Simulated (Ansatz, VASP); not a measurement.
# BN: VASP beside Ansatz

```
CELL_PARAMETERS angstrom
0.00000 1.80483 1.80483
1.80483 0.00000 1.80483
1.80483 1.80483 0.00000
ATOMIC_POSITIONS crystal
B 0.00000 0.00000 0.00000
N 0.25000 0.25000 0.25000
```

Alike in both runs: task single point; functional r2SCAN; k mesh 12 × 12 × 12; no spin polarisation.

```csv
,VASP,Ansatz
version,VASP 6.6.1,Ansatz 0.2.0
potentials or method,"VASP PAW PBE potentials, release 64 (B_h, N_h)","plane waves, PAW"
plane-wave cutoff (eV),1460,500
occupations,"gaussian, width 0.01 eV",fixed
valence electrons in the cell,8,8
```

|  | VASP | Ansatz | Ansatz less VASP |
| --- | --- | --- | --- |
| gap on the k mesh at the Fermi level (eV) | 5.00 | 5.00 | +0.005 |
| pressure (GPa) | -0.4 | 0.0 | +0.46 |

VASP's potentials were made for PBE, not for r2SCAN.
